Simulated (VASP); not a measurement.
# Co (P6_3/mmc) in VASP: further runs

Co is run at these levels: PBEsol; tasks: single point.

Everything below comes from runs of VASP 6.6.1. Logs are shortened: lines on timing, memory, paths and dates and some standing lists are left out, and cuts for length are marked.

### 1 The cell of the first run

It takes space group P6_3/mmc (No. 194, hexagonal). Conventional cell: a = 2.456 Å, b = 2.456 Å, c = 3.835 Å, α = 90.00°, β = 90.00°, γ = 120.00°. Co (site symmetry -6m2) has 12 Co at 2.38 to 2.46 Å within 3.2 Å.

### 2 Single point, PBEsol, collinear spin, ferromagnetic start

Input file INCAR:

```
SYSTEM = Co
PREC = Accurate
ENCUT = 520
EDIFF = 1E-6
ISMEAR = 0
SIGMA = 0.15
LREAL = .FALSE.
LASPH = .TRUE.
NELM = 150
ALGO = Normal
ISIF = 2
LWAVE = .FALSE.
LCHARG = .FALSE.
ISPIN = 2
MAGMOM = 1.79 1.79
LORBIT = 11
LMAXMIX = 4
GGA = PS
NBANDS = 20
```

Input file KPOINTS:

```
regular mesh
0
G
  21 21 12
  0 0 0
```

Input file POSCAR:

```
Co
1.0
    2.4555255296      0.0000000000      0.0000000000
   -1.2277627648      2.1265474882      0.0000000000
    0.0000000000      0.0000000000      3.8351000000
Co
2
Direct
    0.3333333333      0.6666666667      0.2500000000
    0.6666666667      0.3333333333      0.7500000000
```

Potentials or basis: VASP PAW PBE potentials, release 64 (Co).

Started as:

```console
$ cat potpaw_PBE.64/Co/POTCAR > POTCAR
$ mpirun -np 1 vasp_std > vasp.out
```

OUTCAR:

```text
SYSTEM = Co
   PREC = Accurate
   ENCUT = 520
   EDIFF = 1E-6
   ISMEAR = 0
   LREAL = .FALSE.
   LASPH = .TRUE.
   NELM = 150
   ISIF = 2
   ISPIN = 2
   LORBIT = 11
   GGA = PS

 ion  position               nearest neighbor table
   1  0.333  0.667  0.250-   2 2.38   2 2.38   2 2.38   2 2.38   2 2.38   2 2.38
   2  0.667  0.333  0.750-   1 2.38   1 2.38   1 2.38   1 2.38   1 2.38   1 2.38

  LATTYP: Found a hexagonal cell.
 ALAT       =     2.4555255296
 C/A-ratio  =     1.5618245275

  Lattice vectors:

 A1 = (   2.4555255296,   0.0000000000,   0.0000000000)
 A2 = (  -1.2277627648,   2.1265474882,   0.0000000000)
 A3 = (   0.0000000000,   0.0000000000,   3.8351000000)

Analysis of symmetry for initial positions (statically):
=====================================================================
 Subroutine PRICEL returns:
 Original cell was already a primitive cell.

 Routine SETGRP: Setting up the symmetry group for a
 hexagonal supercell.

 Subroutine GETGRP returns: Found 24 space group operations
 (whereof 12 operations were pure point group operations)
 out of a pool of 24 trial point group operations.

The static configuration has the point symmetry D_3d.
 The point group associated with its full space group is D_6h.

Analysis of symmetry for dynamics (positions and initial velocities):
=====================================================================
 Subroutine PRICEL returns:
 Original cell was already a primitive cell.

 Routine SETGRP: Setting up the symmetry group for a
 hexagonal supercell.

 Subroutine GETGRP returns: Found 24 space group operations
 (whereof 12 operations were pure point group operations)
 out of a pool of 24 trial point group operations.

The dynamic configuration has the point symmetry D_3d.
 The point group associated with its full space group is D_6h.

Analysis of structural, dynamic, and magnetic symmetry:
=====================================================================
 Subroutine PRICEL returns:
 Original cell was already a primitive cell.

 Routine SETGRP: Setting up the symmetry group for a
 hexagonal supercell.

 Subroutine GETGRP returns: Found 24 space group operations
 (whereof 12 operations were pure point group operations)
 out of a pool of 24 trial point group operations.

The overall configuration has the point symmetry D_3d.
 The point group associated with its full space group is D_6h.

 Subroutine INISYM returns: Found 24 space group operations
 (whereof 12 operations are pure point group operations),
 and found     1 'primitive' translations

----------------------------------------------------------------------------------------

                                     Primitive cell

  volume of cell :      20.0261

  direct lattice vectors                    reciprocal lattice vectors
     2.455525530  0.000000000  0.000000000     0.407244799  0.235122894  0.000000000
    -1.227762765  2.126547488  0.000000000     0.000000000  0.470245788  0.000000000
     0.000000000  0.000000000  3.835100000     0.000000000  0.000000000  0.260749394

  length of vectors
     2.455525530  2.455525530  3.835100000     0.470245788  0.470245788  0.260749394

  position of ions in fractional coordinates (direct lattice)
     0.333333333  0.666666667  0.250000000
     0.666666667  0.333333333  0.750000000

  ion indices of the primitive-cell ions
   primitive index   ion index
                 1           1
                 2           2

----------------------------------------------------------------------------------------

 KPOINTS: regular mesh

Automatic generation of k-mesh.
 Grid dimensions read from file:
 generate k-points for:   21   21   12

 Generating k-lattice:

  Cartesian coordinates                     Fractional coordinates (reciprocal lattice)
     0.019392609  0.011196328  0.000000000     0.047619048 -0.000000000  0.000000000
     0.000000000  0.022392657  0.000000000     0.000000000  0.047619048  0.000000000
     0.000000000  0.000000000  0.021729116     0.000000000  0.000000000  0.083333333

  Length of vectors
     0.022392657  0.022392657  0.021729116

  Shift w.r.t. Gamma in fractional coordinates (k-lattice)
     0.000000000  0.000000000  0.000000000

 Subroutine IBZKPT returns following result:
 ===========================================

 Found    336 irreducible k-points:

 Following reciprocal coordinates:
            Coordinates               Weight
  0.000000  0.000000  0.000000      1.000000
  0.047619  0.000000  0.000000      6.000000
  0.095238  0.000000  0.000000      6.000000
  0.142857 -0.000000  0.000000      6.000000
  0.190476  0.000000  0.000000      6.000000
  0.238095  0.000000  0.000000      6.000000
[... 16 lines left out ...]
  0.142857  0.095238  0.000000     12.000000
  0.190476  0.095238  0.000000     12.000000
 [... further k-points ...]
   k-points           NKPTS =    336   k-points in BZ     NKDIM =    336   number of bands    NBANDS=     20
   number of dos      NEDOS =    301   number of ions     NIONS =      2
   total plane-waves  NPLWV =   9720
   dimension x,y,z NGX =    18 NGY =   18 NGZ =   30
   dimension x,y,z NGXF=    36 NGYF=   36 NGZF=   60
   ions per type =               2
   NGX,Y,Z   is equivalent  to a cutoff of  12.19, 12.19, 13.00 a.u.
   NGXF,Y,Z  is equivalent  to a cutoff of  24.37, 24.37, 26.01 a.u.
 SYSTEM =  Co
   PREC   = accura    normal or accurate (medium, high low for compatibility)
   ISTART =      0    job   : 0-new  1-cont  2-samecut
   ICHARG =      2    charge: 1-file 2-atom 10-const
   ISPIN  =      2    spin polarized calculation?
   LNONCOLLINEAR =      F non collinear calculations
   LSORBIT =      F    spin-orbit coupling
   LASPH  =      T    aspherical Exc in radial PAW
   ENCUT  =  520.0 eV  38.22 Ry    6.18 a.u.   4.57  4.57  7.13*2*pi/ulx,y,z
   NELM   =    150;   NELMIN=  2; NELMDL= -5     # of ELM steps
   EDIFF  = 0.1E-05   stopping-criterion for ELM
   LREAL  =      F    real-space projection
   EDIFFG = 0.1E-04   stopping-criterion for IOM
   NSW    =      0    number of steps for IOM
   IBRION =     -1    ionic relax: 0-MD 1-quasi-New 2-CG
   NFREE  =      0    steps in history (QN), initial steepest desc. (CG)
   ISIF   =      2    stress and relaxation
   ISYM   =      2    0-nonsym 1-usesym 2-fastsym
   POTIM  = 0.5000    time-step for ionic-motion
   TEBEG  =    0.0;   TEEND  =   0.0 temperature during run
   PSTRESS=    0.0 pullay stress
   NELECT =      18.0000    total number of electrons
   NUPDOWN=      -1.0000    fix difference up-down
   EMIN   =  10.00;   EMAX   =-10.00  energy-range for DOS
   EFERMI =   0.00;   METHOD = LEGACY
   ISMEAR =     0;   SIGMA  =   0.15  broadening in eV -4-tet -1-fermi 0-gaus
   EFERMI_NEDOS =   21; number of points for ismear=-14 and -15
   IALGO  =     38    algorithm
   IMIX   =      4    mixing-type and parameters
     AMIX     =   0.40;   BMIX     =  1.00
     AMIX_MAG =   1.60;   BMIX_MAG =  1.00
  volume/ion in A,a.u.               =      10.01        67.57
  Fermi-wavevector in a.u.,A,eV,Ry     =   1.579915  2.985606 33.961909  2.496130
  Thomas-Fermi vector in A             =   2.680222
   LORBIT       =     11    0 simple, 1 ext, 2 COOP (PROOUT), +10 PAW based schemes
   GGA     = PS    functional components
   LHFCALC =     F    Hartree Fock is set to
   AEXX    =    0.0000 exact exchange contribution
   IVDW    =     0    specifies the selected vdW correction
   LEPSILON=     F    determine dielectric tensor
   LRPA    =     F    only Hartree local field effects (RPA)
 spin polarized calculation
 Gauss-broadening in eV      SIGMA  =   0.15
  energy-cutoff  :      520.00
  volume of cell :       20.03
 maximum number of plane-waves:       554
   NGX =  9   NGY =  9   NGZ = 15

 number of electron      17.9999995 magnetization       3.0501918

 Free energy of the ion-electron system (eV)
  ---------------------------------------------------
  ext. energy  EPLUGINS =         0.00000000
  ---------------------------------------------------
  free energy    TOTEN  =       -15.44954082 eV

  energy without entropy =      -15.43226050  energy(sigma->0) =      -15.44090066

 E-fermi :  11.2285     XC(G=0): -14.0589

 val. band max:       11.2277549044   @ k =   0.3333   0.3333   0.4167
 cond. band min:      11.2287083300   @ k =   0.4286   0.0476   0.2500
 fundamental gap:      0.0009534256
 Fermi energy:        11.2285243536

 spin component 1

 k-point     1 :       0.0000    0.0000    0.0000
  band No.  band energies     occupation
      1       1.8026      1.00000
      2       5.7391      1.00000
      3       8.5557      1.00000
      4       8.5557      1.00000
      5       8.7445      1.00000
      6       8.9627      1.00000
[... 12 lines left out ...]
     19      37.8028      0.00000
     20      38.4117      0.00000
[... 507 lines left out ...]
 k-point    24 :       0.1905    0.0952    0.0000
  band No.  band energies     occupation
      1       3.9254      1.00000
      2       6.6309      1.00000
      3       7.5929      1.00000
      4       7.6057      1.00000
      5       8.5717      1.00000
      6       8.7023      1.00000
[... 12 lines left out ...]
     19      37.2563      0.00000
     20      38.7378      0.00000

 [... further k-points ...]

 spin component 2

 k-point     1 :       0.0000    0.0000    0.0000
  band No.  band energies     occupation
      1       1.8713      1.00000
      2       6.6776      1.00000
      3      10.0925      1.00000
      4      10.0925      1.00000
      5      10.3178      1.00000
      6      10.5596      1.00000
[... 12 lines left out ...]
     19      38.1617      0.00000
     20      38.2740      0.00000
[... 507 lines left out ...]
 k-point    24 :       0.1905    0.0952    0.0000
  band No.  band energies     occupation
      1       4.0335      1.00000
      2       7.7309      1.00000
      3       8.6976      1.00000
      4       8.9203      1.00000
      5      10.0866      1.00000
      6      10.1878      1.00000
[... 12 lines left out ...]
     19      37.5056      0.00000
     20      39.2083      0.00000

 [... further k-points ...]

------------------------ aborting loop because EDIFF is reached ----------------------------------------

  FORCE on cell =-STRESS in cart. coord.  units (eV):
  Direction    XX          YY          ZZ          XY          YZ          ZX
  --------------------------------------------------------------------------------------
  -------------------------------------------------------------------------------------
  Total        0.5346689      0.5346689      2.0764205      0.0000000     -0.0000000      0.0000000
  in kB       42.7759100     42.7759100    166.1229574      0.0000000     -0.0000000      0.0000000
  external PRESSURE =      83.8915925 kB  Pullay stress =       0.0000000 kB

 VOLUME and BASIS-vectors are now :
 -----------------------------------------------------------------------------
  energy-cutoff  :      520.00
  volume of cell :       20.03
      direct lattice vectors                 reciprocal lattice vectors
     2.455525530  0.000000000  0.000000000     0.407244799  0.235122894  0.000000000
    -1.227762765  2.126547488  0.000000000     0.000000000  0.470245788  0.000000000
     0.000000000  0.000000000  3.835100000     0.000000000  0.000000000  0.260749394

 POSITION                                       TOTAL-FORCE (eV/Angst)
 -----------------------------------------------------------------------------------
     -0.00000      1.41770      0.95878        -0.000000     -0.000000      0.000000
      1.22776      0.70885      2.87633         0.000000      0.000000      0.000000
 -----------------------------------------------------------------------------------
    total drift:                               -0.000000     -0.000000     -0.000000

  FREE ENERGIE OF THE ION-ELECTRON SYSTEM (eV)
  ---------------------------------------------------
  free  energy   TOTEN  =       -15.4495408159 eV

  energy  without entropy=      -15.4322605049  energy(sigma->0) =      -15.44090066

 total charge

# of ion       s       p       d       tot
------------------------------------------
    1        0.524   0.598   7.322   8.444
    2        0.524   0.598   7.322   8.444
--------------------------------------------------
tot          1.048   1.197  14.643  16.888

 magnetization (x)

# of ion       s       p       d       tot
------------------------------------------
    1       -0.016  -0.053   1.595   1.526
    2       -0.016  -0.053   1.595   1.526
--------------------------------------------------
tot         -0.032  -0.105   3.190   3.053
```

Run time: 3.4 min. Hardware: 1 thread of Oxide Virtual Turin-like, shared host; peak memory 0.25 GiB.

What came out:

- Free energy: -15.4495 eV
- Pressure: 8.4 GPa
- Net moment: 3.05 μB per cell
- Site moments: Co +1.53 μB
- Valence electrons inside the program's atomic spheres: Co 8.44

Stress tensor (GPa, compression positive):
```
 4.28  0.00  0.00
 0.00  4.28  0.00
 0.00  0.00 16.61
```

Caveat: the stress differs along the axes, from 4 to 17 GPa; the PAW data sets were made with another functional, which shifts forces and pressure a little.

(Part 1 of 2 ends here.)
